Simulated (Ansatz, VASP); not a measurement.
# Two plane-wave programs on PbS

File POSCAR:

```
PbS
1.0
    0.0000000000      2.9458450378      2.9458450378
    2.9458450378      0.0000000000      2.9458450378
    2.9458450378      2.9458450378      0.0000000000
Pb S
1 1
Direct
    0.0000000000      0.0000000000      0.0000000000
    0.5000000000      0.5000000000      0.5000000000
```

Contents of INCAR.step1:

```
SYSTEM = PbS
PREC = Accurate
ENCUT = 520
EDIFF = 1E-5
ISMEAR = -1
SIGMA = 0.05
LREAL = .FALSE.
LASPH = .TRUE.
NELM = 100
ALGO = Normal
ISIF = 2
LWAVE = .TRUE.
GGA = PE
NBANDS = 17
```

File INCAR.step2:

```
SYSTEM = PbS
PREC = Accurate
ENCUT = 520
EDIFF = 1E-7
ISMEAR = -1
SIGMA = 0.05
LREAL = .FALSE.
LASPH = .TRUE.
NELM = 100
ALGO = Normal
ISIF = 2
LWAVE = .FALSE.
LCHARG = .TRUE.
GGA = B5
LHFCALC = .TRUE.
AEXX = 0.5
ALDAX = 0.5
AGGAX = 0.5
AGGAC = 1.0
ALDAC = 0.0
PRECFOCK = Normal
LELF = .TRUE.
LVHAR = .TRUE.
ISTART = 1
NBANDS = 17
```

KPOINTS

```
regular mesh
0
G
  4 4 4
  0 0 0
```

The input input.yaml:

```yaml
crystal:
  lattice:
    - [0.0, 2.9458450378, 2.9458450378]
    - [2.9458450378, 0.0, 2.9458450378]
    - [2.9458450378, 2.9458450378, 0.0]
  atoms:
    - { symbol: Pb, position: [0.0, 0.0, 0.0] }
    - { symbol: S, position: [0.5, 0.5, 0.5] }
hamiltonian:
  xc: { name: BHLYP }
  pseudopotentials: { kind: paw }
kpoints:
  mp_grid: { grid: [4, 4, 4] }
scf:
  occupations: { method: fermi_dirac, width: 0.05 }
output:
  forces: true
  stress: true
  eigenvalues: true
```

Alike in both runs: task single point; functional BHLYP; k mesh 4 × 4 × 4; occupations fermi-dirac, width 0.05 eV; no spin polarisation.

|  | VASP | Ansatz |
| --- | --- | --- |
| version | VASP 6.6.1 | Ansatz 0.2.0 |
| potentials or method | VASP PAW PBE potentials, release 64 (Pb_d, S) | Ansatz PAW |
| plane-wave cutoff (eV) | 520 | 420 |
| valence electrons in the cell | 20 | 20 |

|  | VASP | Ansatz | Ansatz less VASP |
| --- | --- | --- | --- |
| gap on the k mesh at the Fermi level (eV) | 2.75 | 2.65 | -0.096 |
| least direct gap on the mesh (eV) | 2.75 | 2.65 | -0.096 |
| pressure (GPa) | 5.1 | 5.5 | +0.36 |

VASP's potentials were made for PBE, not for BHLYP. The functional is the same, so the differences come from potentials, cutoffs and numerics.

The k mesh is coarse, so the values compare programs but aren't converged. Spin-orbit coupling is off throughout.
